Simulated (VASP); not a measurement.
Input of a VASP 6.6.1 run:

POSCAR

```
KLuSn
1.0
    2.4837379102      4.3019602531      0.0000000000
   -2.4837379102      4.3019602531      0.0000000000
    0.0000000000      0.0000000000     14.1309084662
K Sn Lu
2 2 2
Direct
    0.3333333333      0.3333333333      0.7454502185
    0.6666666667      0.6666666667      0.2454502185
    0.0000000000      0.0000000000     -0.0989971816
    0.0000000000      0.0000000000      0.4010028184
    0.3333333333      0.3333333333      0.4476469631
    0.6666666667      0.6666666667      0.9476469631
```

Contents of INCAR.step1:

```
SYSTEM = KLuSn
PREC     = Accurate       ! precision mode
ENCUT    = 520            ! plane-wave cutoff, eV
ISMEAR   = 1              ! smearing method
SIGMA    = 0.0393         ! smearing width, eV
LREAL    = .FALSE.        ! projectors in reciprocal space
LASPH    = .TRUE.         ! aspherical terms in the spheres
NELM     = 60             ! most SCF steps
NBANDS   = 57             ! bands
GGA      = PE             ! functional
ALGO     = Normal         ! electronic algorithm
EDIFF    = 1E-4           ! SCF threshold, eV
LWAVE    = .TRUE.         ! write WAVECAR
LCHARG   = .FALSE.        ! write CHGCAR
```

The input INCAR.step2:

```
SYSTEM = KLuSn
PREC     = Accurate       ! precision mode
ENCUT    = 520            ! plane-wave cutoff, eV
EDIFF    = 1E-7           ! SCF threshold, eV
ISMEAR   = 1              ! smearing method
SIGMA    = 0.0393         ! smearing width, eV
LREAL    = .FALSE.        ! projectors in reciprocal space
LASPH    = .TRUE.         ! aspherical terms in the spheres
NELM     = 60             ! most SCF steps
ALGO     = Normal         ! electronic algorithm
ISIF     = 2              ! what is computed and relaxed
LWAVE    = .FALSE.        ! write WAVECAR
LCHARG   = .FALSE.        ! write CHGCAR
METAGGA  = R2SCAN         ! meta-GGA
LMIXTAU  = .TRUE.       
NBANDS   = 57             ! bands
ISTART   = 1
```

File KPOINTS:

```
Automatic mesh
0
G
  7 7 2
  0 0 0
```

Potentials or basis: VASP PAW PBE potentials, release 64 (K_sv, Sn_d, Lu).

Run with:

```sh
$ cat potpaw_PBE.64/K_sv/POTCAR potpaw_PBE.64/Sn_d/POTCAR potpaw_PBE.64/Lu/POTCAR > POTCAR
$ cp INCAR.step1 INCAR
$ mpirun -np 1 vasp_std > vasp.out
$ cp INCAR.step2 INCAR
$ mpirun -np 1 vasp_std > vasp.out
```

Task: Predict the band gap on the k mesh.

Result: Zero (band 48 reaches 0.73 eV, above the bottom of band 49 at 0.62 eV).

Task: Predict the largest force.

Result: 0.019 eV/Å.

Task: Estimate the pressure.

Result: 0.0 GPa.

Stress tensor (GPa, compression positive):
```
 0.07  0.00  0.00
 0.00  0.07  0.00
 0.00  0.00 -0.02
```

Caveat: the PAW data sets were made with another functional, which shifts forces and pressure a little; spin-orbit coupling is left out, which moves the levels of the heavy elements.
